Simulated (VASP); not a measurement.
# CuAu (R-3m) in VASP: a series of runs

CuAu is run at these levels: PBEsol; tasks: single point.

Everything below comes from runs of VASP 6.6.1. Logs are shortened: lines on timing, memory, paths and dates and some standing lists are left out, and cuts for length are marked.

### Step 1. The cell of the first run

It takes space group R-3m (No. 166, trigonal). Conventional cell: a = 2.847 Å, b = 2.847 Å, c = 12.596 Å, α = 90.00°, β = 90.00°, γ = 120.00°. Within 3.5 Å of Au (site symmetry -3m) lie 6 Cu at 2.67 Å and 6 Au at 2.85 Å. Within 3.5 Å of Cu (site symmetry -3m) lie 6 Au at 2.67 Å and 6 Cu at 2.85 Å.

### Step 2. Single point, PBEsol

Contents of INCAR:

```
PREC = Accurate
ENCUT = 520
EDIFF = 1E-7
ISMEAR = -1
SIGMA = 0.05
LREAL = False
LASPH = True
NELM = 100
ALGO = Normal
ISIF = 2
LWAVE = False
LCHARG = True
GGA = PS
LELF = True
LVHAR = True
NBANDS = 18
```

Contents of KPOINTS:

```
Automatic mesh
0
Gamma
  11 11 11
```

Contents of POSCAR:

```
CuAu
1.0
    1.4235536889      0.8218891055      4.1986478884
   -1.4235536889      0.8218891055      4.1986478884
    0.0000000000     -1.6437782110      4.1986478884
Au Cu
1 1
Direct
    0.0000000000      0.0000000000      0.0000000000
    0.5000000000      0.5000000000      0.5000000000
```

Potentials or basis: VASP PAW PBE potentials, release 64 (Au, Cu).

On the command line:

```bash
$ cat potpaw_PBE.64/Au/POTCAR potpaw_PBE.64/Cu/POTCAR > POTCAR
$ mpirun -np 1 vasp_std > vasp.out
```

OUTCAR:

```text
PREC = Accurate
   ENCUT = 520
   EDIFF = 1E-7
   ISMEAR = -1
   LREAL = False
   LASPH = True
   NELM = 100
   ISIF = 2
   GGA = PS

 ion  position               nearest neighbor table
   1  0.000  0.000  0.000-   2 2.67   2 2.67   2 2.67   2 2.67   2 2.67   2 2.67
   2  0.500  0.500  0.500-   1 2.67   1 2.67   1 2.67   1 2.67   1 2.67   1 2.67

  LATTYP: Found a trigonal (rhomboedric) cell.
 ALAT       =     4.5089523060
 COS(alpha) =     0.8006453295

  Lattice vectors:

 A1 = (   1.4235536889,   0.8218891055,   4.1986478884)
 A2 = (  -1.4235536889,   0.8218891055,   4.1986478884)
 A3 = (   0.0000000000,  -1.6437782110,   4.1986478884)

Analysis of symmetry for initial positions (statically):
=====================================================================
 Subroutine PRICEL returns:
 Original cell was already a primitive cell.

 Routine SETGRP: Setting up the symmetry group for a
 trigonal (rhombohedral) supercell.

 Subroutine GETGRP returns: Found 12 space group operations
 (whereof 12 operations were pure point group operations)
 out of a pool of 12 trial point group operations.

The static configuration has the point symmetry D_3d.

Analysis of symmetry for dynamics (positions and initial velocities):
=====================================================================
 Subroutine PRICEL returns:
 Original cell was already a primitive cell.

 Routine SETGRP: Setting up the symmetry group for a
 trigonal (rhombohedral) supercell.

 Subroutine GETGRP returns: Found 12 space group operations
 (whereof 12 operations were pure point group operations)
 out of a pool of 12 trial point group operations.

The dynamic configuration has the point symmetry D_3d.

 Subroutine INISYM returns: Found 12 space group operations
 (whereof 12 operations are pure point group operations),
 and found     1 'primitive' translations

----------------------------------------------------------------------------------------

                                     Primitive cell

  volume of cell :      29.4746

  direct lattice vectors                    reciprocal lattice vectors
     1.423553689  0.821889106  4.198647888     0.351233679  0.202784859  0.079390638
    -1.423553689  0.821889106  4.198647888    -0.351233679  0.202784859  0.079390638
     0.000000000 -1.643778211  4.198647888     0.000000000 -0.405569719  0.079390638

  length of vectors
     4.508952306  4.508952306  4.508952306     0.413267069  0.413267069  0.413267069

  position of ions in fractional coordinates (direct lattice)
     0.000000000  0.000000000  0.000000000
     0.500000000  0.500000000  0.500000000

  ion indices of the primitive-cell ions
   primitive index   ion index
                 1           1
                 2           2

----------------------------------------------------------------------------------------

 KPOINTS: Automatic mesh

Automatic generation of k-mesh.
 Grid dimensions read from file:
 generate k-points for:   11   11   11

 Generating k-lattice:

  Cartesian coordinates                     Fractional coordinates (reciprocal lattice)
     0.031930334  0.018434987  0.007217331     0.090909091  0.000000000 -0.000000000
    -0.031930334  0.018434987  0.007217331     0.000000000  0.090909091 -0.000000000
     0.000000000 -0.036869974  0.007217331    -0.000000000 -0.000000000  0.090909091

  Length of vectors
     0.037569734  0.037569734  0.037569734

  Shift w.r.t. Gamma in fractional coordinates (k-lattice)
     0.000000000  0.000000000  0.000000000

 Subroutine IBZKPT returns following result:
 ===========================================

 Found    146 irreducible k-points:

 Following reciprocal coordinates:
            Coordinates               Weight
  0.000000  0.000000  0.000000      1.000000
  0.090909 -0.000000  0.000000      6.000000
  0.181818 -0.000000  0.000000      6.000000
  0.272727 -0.000000  0.000000      6.000000
  0.363636 -0.000000  0.000000      6.000000
  0.454545 -0.000000  0.000000      6.000000
[... 16 lines left out ...]
 -0.272727  0.181818 -0.000000     12.000000
 -0.181818  0.181818  0.000000      6.000000
 [... further k-points ...]
   k-points           NKPTS =    146   k-points in BZ     NKDIM =    146   number of bands    NBANDS=     18
   number of dos      NEDOS =    301   number of ions     NIONS =      2
   total plane-waves  NPLWV =  46656
   dimension x,y,z NGX =    36 NGY =   36 NGZ =   36
   dimension x,y,z NGXF=    72 NGYF=   72 NGZF=   72
   ions per type =               1   1
   NGX,Y,Z   is equivalent  to a cutoff of  13.27, 13.27, 13.27 a.u.
   NGXF,Y,Z  is equivalent  to a cutoff of  26.55, 26.55, 26.55 a.u.
 SYSTEM =  unknown system
   PREC   = accura    normal or accurate (medium, high low for compatibility)
   ISTART =      0    job   : 0-new  1-cont  2-samecut
   ICHARG =      2    charge: 1-file 2-atom 10-const
   ISPIN  =      1    spin polarized calculation?
   LNONCOLLINEAR =      F non collinear calculations
   LSORBIT =      F    spin-orbit coupling
   LASPH  =      T    aspherical Exc in radial PAW
   ENCUT  =  520.0 eV  38.22 Ry    6.18 a.u.   8.38  8.38  8.38*2*pi/ulx,y,z
   NELM   =    100;   NELMIN=  2; NELMDL= -5     # of ELM steps
   EDIFF  = 0.1E-06   stopping-criterion for ELM
   LREAL  =      F    real-space projection
   EDIFFG = 0.1E-05   stopping-criterion for IOM
   NSW    =      0    number of steps for IOM
   IBRION =     -1    ionic relax: 0-MD 1-quasi-New 2-CG
   NFREE  =      0    steps in history (QN), initial steepest desc. (CG)
   ISIF   =      2    stress and relaxation
   ISYM   =      2    0-nonsym 1-usesym 2-fastsym
   POTIM  = 0.5000    time-step for ionic-motion
   TEBEG  =    0.0;   TEEND  =   0.0 temperature during run
   PSTRESS=    0.0 pullay stress
   NELECT =      22.0000    total number of electrons
   NUPDOWN=      -1.0000    fix difference up-down
   EMIN   =  10.00;   EMAX   =-10.00  energy-range for DOS
   EFERMI =   0.00;   METHOD = LEGACY
   ISMEAR =    -1;   SIGMA  =   0.05  broadening in eV -4-tet -1-fermi 0-gaus
   EFERMI_NEDOS =   21; number of points for ismear=-14 and -15
   IALGO  =     38    algorithm
   IMIX   =      4    mixing-type and parameters
     AMIX     =   0.40;   BMIX     =  1.00
     AMIX_MAG =   1.60;   BMIX_MAG =  1.00
  volume/ion in A,a.u.               =      14.74        99.45
  Fermi-wavevector in a.u.,A,eV,Ry     =   1.485023  2.806286 30.004830  2.205293
  Thomas-Fermi vector in A             =   2.598486
   LORBIT       =      0    0 simple, 1 ext, 2 COOP (PROOUT), +10 PAW based schemes
   GGA     = PS    functional components
   LHFCALC =     F    Hartree Fock is set to
   AEXX    =    0.0000 exact exchange contribution
   IVDW    =     0    specifies the selected vdW correction
   LEPSILON=     F    determine dielectric tensor
   LRPA    =     F    only Hartree local field effects (RPA)
 non-spin polarized calculation
  energy-cutoff  :      520.00
  volume of cell :       29.47
 maximum number of plane-waves:       807
 NGX is ok and might be reduce to    36
   NGX = 17   NGY = 17   NGZ = 17

 number of electron      22.0000004 magnetization

 Free energy of the ion-electron system (eV)
  ---------------------------------------------------
  ext. energy  EPLUGINS =         0.00000000
  ---------------------------------------------------
  free energy    TOTEN  =        -8.19291553 eV

  energy without entropy =       -8.18499759  energy(sigma->0) =       -8.18895656

 E-fermi :   8.4542     XC(G=0): -12.7489

 val. band max:        8.4515278356   @ k =   0.3636   0.1818   0.1818
 cond. band min:       8.4548429801   @ k =  -0.3636   0.3636   0.2727
 fundamental gap:      0.0033151445
 Fermi energy:         8.4542003028

 k-point     1 :       0.0000    0.0000    0.0000
  band No.  band energies     occupation
      1      -1.4101      2.00000
      2       1.7103      2.00000
      3       3.4859      2.00000
      4       3.4859      2.00000
      5       4.5431      2.00000
      6       4.5431      2.00000
[... 10 lines left out ...]
     17      25.9846      0.00000
     18      28.8302      0.00000

 k-point     2 :       0.0909   -0.0000    0.0000
  band No.  band energies     occupation
      1      -1.1467      2.00000
      2       1.8635      2.00000
      3       3.3810      2.00000
      4       3.6515      2.00000
      5       4.3300      2.00000
      6       4.5537      2.00000
[... 10 lines left out ...]
     17      25.5788      0.00000
     18      27.2946      0.00000

 k-point     3 :       0.1818   -0.0000    0.0000
  band No.  band energies     occupation
      1      -0.4009      2.00000
      2       2.2389      2.00000
      3       3.1950      2.00000
      4       3.7959      2.00000
      5       4.1041      2.00000
      6       4.5949      2.00000
[... 10 lines left out ...]
     17      24.6180      0.00000
     18      25.6799      0.00000

 k-point     4 :       0.2727   -0.0000    0.0000
  band No.  band energies     occupation
      1       0.6339      2.00000
      2       2.4105      2.00000
      3       3.2375      2.00000
      4       3.4723      2.00000
      5       4.4927      2.00000
      6       4.9103      2.00000
[... 10 lines left out ...]
     17      23.7457      0.00000
     18      24.8502      0.00000

 k-point     5 :       0.3636   -0.0000    0.0000
  band No.  band energies     occupation
      1       1.3474      2.00000
      2       2.4497      2.00000
      3       3.0707      2.00000
      4       4.2035      2.00000
      5       4.5457      2.00000
      6       5.1374      2.00000
[... 10 lines left out ...]
     17      23.0635      0.00000
     18      23.1484      0.00000

 k-point     6 :       0.4545   -0.0000    0.0000
  band No.  band energies     occupation
      1       1.4238      2.00000
      2       2.3648      2.00000
      3       3.5913      2.00000
      4       4.5190      2.00000
      5       4.5584      2.00000
      6       5.0441      2.00000
[... 10 lines left out ...]
     17      22.1238      0.00000
     18      22.3843      0.00000

 k-point     7 :       0.0909    0.0909    0.0000
  band No.  band energies     occupation
      1      -1.1228      2.00000
      2       1.8659      2.00000
      3       3.3865      2.00000
      4       3.6536      2.00000
      5       4.3508      2.00000
      6       4.5399      2.00000
[... 10 lines left out ...]
     17      25.5942      0.00000
     18      27.1600      0.00000

 k-point     8 :       0.1818    0.0909    0.0000
  band No.  band energies     occupation
      1      -0.5931      2.00000
      2       2.1458      2.00000
      3       3.1960      2.00000
      4       3.9494      2.00000
      5       4.0191      2.00000
      6       4.5532      2.00000
[... 10 lines left out ...]
     17      25.3752      0.00000
     18      25.9405      0.00000
[... 229 lines left out ...]
     17      22.7127      0.00000
     18      26.9953      0.00000

 k-point    20 :       0.4545    0.1818    0.0000
  band No.  band energies     occupation
      1       2.1822      2.00000
      2       2.4493      2.00000
      3       3.1641      2.00000
      4       3.4945      2.00000
      5       3.8912      2.00000
      6       5.2277      2.00000
[... 10 lines left out ...]
     17      20.2697      0.00000
     18      24.4113      0.00000

 k-point    21 :      -0.4545    0.1818    0.0000
  band No.  band energies     occupation
      1       2.2107      2.00000
      2       2.4558      2.00000
      3       3.5203      2.00000
      4       3.6611      2.00000
      5       3.9835      2.00000
      6       5.2139      2.00000
[... 10 lines left out ...]
     17      20.6954      0.00000
     18      22.6176      0.00000

 k-point    22 :      -0.3636    0.1818   -0.0000
  band No.  band energies     occupation
      1       2.1570      2.00000
      2       2.5689      2.00000
      3       3.3059      2.00000
      4       3.6617      2.00000
      5       4.0921      2.00000
      6       5.2530      2.00000
[... 10 lines left out ...]
     17      18.9657      0.00000
     18      24.5978      0.00000

 k-point    23 :      -0.2727    0.1818   -0.0000
  band No.  band energies     occupation
      1       2.0513      2.00000
      2       2.7198      2.00000
      3       2.7933      2.00000
      4       3.5520      2.00000
      5       3.9105      2.00000
      6       5.3232      2.00000
[... 10 lines left out ...]
     17      19.5832      0.00000
     18      27.0107      0.00000

 k-point    24 :      -0.1818    0.1818    0.0000
  band No.  band energies     occupation
      1       1.1964      2.00000
      2       2.7469      2.00000
      3       3.0285      2.00000
      4       3.0368      2.00000
      5       4.1354      2.00000
      6       5.4288      2.00000
[... 10 lines left out ...]
     17      21.1967      0.00000
     18      28.1086      0.00000

 [... further k-points ...]
[... 5 lines left out ...]
  --------------------------------------------------------------------------------------
  -------------------------------------------------------------------------------------
  Total       -0.6131294     -0.6131294     -0.1414812      0.0000000      0.0000000     -0.0000000
  in kB      -33.3284372    -33.3284372     -7.6906240      0.0000000      0.0000000     -0.0000000
  external PRESSURE =     -24.7824995 kB  Pullay stress =       0.0000000 kB

 VOLUME and BASIS-vectors are now :
 -----------------------------------------------------------------------------
  energy-cutoff  :      520.00
  volume of cell :       29.47
      direct lattice vectors                 reciprocal lattice vectors
     1.423553689  0.821889106  4.198647888     0.351233679  0.202784859  0.079390638
    -1.423553689  0.821889106  4.198647888    -0.351233679  0.202784859  0.079390638
     0.000000000 -1.643778211  4.198647888     0.000000000 -0.405569719  0.079390638

 POSITION                                       TOTAL-FORCE (eV/Angst)
 -----------------------------------------------------------------------------------
      0.00000      0.00000      0.00000         0.000000     -0.000000     -0.000000
      0.00000      0.00000      6.29797         0.000000      0.000000      0.000000
 -----------------------------------------------------------------------------------
    total drift:                                0.000000     -0.000000      0.000000

  FREE ENERGIE OF THE ION-ELECTRON SYSTEM (eV)
  ---------------------------------------------------
  free  energy   TOTEN  =        -8.1929155265 eV

  energy  without entropy=       -8.1849975876  energy(sigma->0) =       -8.18895656
```

Wall time 2.8 min (1 thread of Intel Xeon Platinum 8375C at 2.90GHz (Ice Lake), shared host); peak memory 0.26 GiB.

Results:

| Property | Result |
| --- | --- |
| Free energy | -8.1929 eV |
| Pressure | -2.5 GPa |
| Band gap on the k mesh | zero (bands 11 and 12 overlap by 4.26 eV) |

Stress tensor (GPa, compression positive):
```
-3.33  0.00  0.00
 0.00 -3.33  0.00
 0.00  0.00 -0.77
```

Caveat: the PAW data sets were made with another functional, which shifts forces and pressure a little; spin-orbit coupling is left out, which moves the levels of the heavy elements.

### Step 3. Single point, PBEsol

This run uses another cell than the first one, of 15.04 Å³/atom.

Contents of INCAR:

```
SYSTEM = CuAu
PREC = Accurate
ENCUT = 520
EDIFF = 1E-6
ISMEAR = -1
SIGMA = 0.05
LREAL = .False.
LASPH = .True.
NELM = 60
ALGO = Normal
ISIF = 2
LWAVE = .False.
LCHARG = .True.
GGA = PS
LELF = .True.
LVHAR = .True.
NBANDS = 18
```

Contents of KPOINTS:

```
Automatic mesh
0
Gamma
  11 11 11
  0 0 0
```

Contents of POSCAR:

```
CuAu
1.0
    1.4333716108      0.8275574853      4.2276049958
   -1.4333716108      0.8275574853      4.2276049958
    0.0000000000     -1.6551149707      4.2276049958
Au Cu
1 1
Direct
    0.0000000000      0.0000000000      0.0000000000
    0.5000000000      0.5000000000      0.5000000000
```

Potentials or basis: VASP PAW PBE potentials, release 64 (Au, Cu).

On the command line:

```bash
$ cat potpaw_PBE.64/Au/POTCAR potpaw_PBE.64/Cu/POTCAR > POTCAR
$ mpirun -np 1 vasp_std > vasp.out
```

Wall time 2.1 min (1 thread of Intel Xeon Platinum 8375C at 2.90GHz (Ice Lake), shared host); peak memory 0.26 GiB.

Results (log left out):

```yaml
Free_energy: -8.1781 eV
Pressure: -5.4 GPa
Band_gap_on_the_k_mesh: zero (bands 11 and 12 overlap by 4.21 eV)
```

Stress tensor (GPa, compression positive):
```
-6.11  0.00  0.00
 0.00 -6.11  0.00
 0.00  0.00 -4.00
```

Levels at points of the mesh, in eV from the Fermi level:
```
           k point  band 7  band 8  band 9  band 10  band 11  band 12  band 13  band 14  band 15  band 16
(0.00, 0.00, 0.00)   -2.76   -2.23   -2.23    -1.58    -1.58    -0.19     4.68    14.52    16.11    16.11
```

Caveat: the cell stands under tension; the PAW data sets were made with another functional, which shifts forces and pressure a little; spin-orbit coupling is left out, which moves the levels of the heavy elements.
